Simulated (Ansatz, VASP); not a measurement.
**Two plane-wave programs on BaHfO3**

File INCAR:

```
SYSTEM = BaHfO3
PREC = Accurate
ENCUT = 520
EDIFF = 1E-6
ISMEAR = 0
SIGMA = 0.01
LREAL = .FALSE.
LASPH = .TRUE.
NELM = 60
ALGO = Normal
ISIF = 2
LWAVE = .FALSE.
LCHARG = .TRUE.
GGA = PE
LELF = .TRUE.
LVHAR = .TRUE.
NBANDS = 27
```

KPOINTS

```
Automatic mesh
0
G
  4 4 4
  0 0 0
```

POSCAR

```
BaHfO3
1.0
    4.1695700000      0.0000000000      0.0000000000
    0.0000000000      4.1695700000      0.0000000000
    0.0000000000      0.0000000000      4.1703800000
Ba Hf O
1 1 3
Direct
    0.4746173911      0.5172766676      1.0272142728
   -0.0190711529      0.0146310537      0.5200204401
   -0.0049326121      0.5118264618      0.5174171317
    0.4843857154      0.0068104617      0.4965480096
   -0.0352048311      0.0173346991      1.0138460575
```

Input for Ansatz:

```yaml
crystal:
  lattice:
    - [4.16957, 0.0, 0.0]
    - [0.0, 4.16957, 0.0]
    - [0.0, 0.0, 4.17038]
  atoms:
    - { symbol: Ba, position: [0.47461739108338985, 0.5172766675877022, 1.0272142727637528] }
    - { symbol: Hf, position: [-0.01907115288812338, 0.014631053665349508, 0.5200204400651837] }
    - { symbol: O, position: [-0.004932612076062594, 0.5118264618189727, 0.5174171317046834] }
    - { symbol: O, position: [0.48438571538177294, 0.006810461672851567, 0.49654800963501095] }
    - { symbol: O, position: [-0.035204831093428625, 0.01733469908930971, 1.013846057520054] }
basis:
  ecutwfc: 489.804952427784
kpoints:
  mp_grid:
    grid: [4, 4, 4]
hamiltonian:
  xc: pbe
  pseudopotentials:
    kind: paw
scf:
  occupations:
    method: fixed
output:
  forces: true
```

Alike in both runs: task single point; functional PBE; k mesh 4 × 4 × 4; no spin polarisation.

|  | VASP | Ansatz |
| --- | --- | --- |
| version | VASP 6.6.1 | Ansatz 0.2.0 |
| potentials or method | VASP PAW PBE potentials, release 64 (Ba_sv, Hf_pv, O), cutoff 520 eV | plane waves, PAW |
| occupations | gaussian, width 0.01 eV | fixed |
| valence electrons in the cell | 38 | 54 |

```tsv
	VASP	Ansatz	Ansatz less VASP
rms of the force components (eV/Å)	0.131	0.118	-0.0127
```

Atom by atom the forces differ by 0.020 eV/Å (rms over components). VASP's potentials hold 38 valence electrons a cell and Ansatz's 54, so a difference there can come from the potentials and not from the codes.

Neither program's run includes spin-orbit coupling.
